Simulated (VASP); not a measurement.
Input of a VASP 6.6.1 run:

INCAR

```
SYSTEM = FeCo
PREC     = Accurate       ! precision mode
ENCUT    = 600            ! plane-wave cutoff, eV
EDIFF    = 1E-6           ! SCF threshold, eV
ISMEAR   = 0              ! smearing method
SIGMA    = 0.1            ! smearing width, eV
LREAL    = .FALSE.        ! projectors in reciprocal space
LASPH    = .TRUE.         ! aspherical terms in the spheres
NELM     = 200            ! most SCF steps
ALGO     = Normal         ! electronic algorithm
ISIF     = 2              ! what is computed and relaxed
LWAVE    = .FALSE.        ! write WAVECAR
LCHARG   = .TRUE.         ! write CHGCAR
ISPIN    = 2              ! spin polarisation
MAGMOM   = 3.09 2.02      ! initial moments
LORBIT   = 11             ! projections on sites
LMAXMIX  = 4              ! l up to which the mixer works
GGA      = PE             ! functional
LELF     = .TRUE.         ! ELF
LVHAR    = .TRUE.       
NBANDS   = 20             ! bands
GGA_COMPAT= .FALSE.
```

File KPOINTS:

```
regular mesh
0
G
  14 14 14
  0 0 0
```

File POSCAR:

```
FeCo
1.0
    2.8449098726      0.0000000000      0.0000000000
    0.0000000000      2.8449098726      0.0000000000
    0.0000000000      0.0000000000      2.9018080701
Fe Co
1 1
Direct
    0.0000000000      0.0000000000      0.0000000000
    0.5000000000      0.5000000000      0.5000000000
```

Potentials or basis: VASP PAW PBE potentials, release 64 (Fe, Co).

Launch:

```console
$ cat potpaw_PBE.64/Fe/POTCAR potpaw_PBE.64/Co/POTCAR > POTCAR
$ mpirun -np 1 vasp_std > vasp.out
```

Question: Predict the site moments.

Answer: Fe +2.80; Co +1.77 μB.

Question: Predict the net moment.

Answer: 4.54 μB per cell.

Stress tensor (GPa, compression positive):
```
-3.38  0.00  0.00
 0.00 -3.38  0.00
 0.00  0.00 -5.37
```

Caveat: the cell differs from its parent crystal (strain along c alone, the other axes held: +2.0 %); the cell stands under tension.
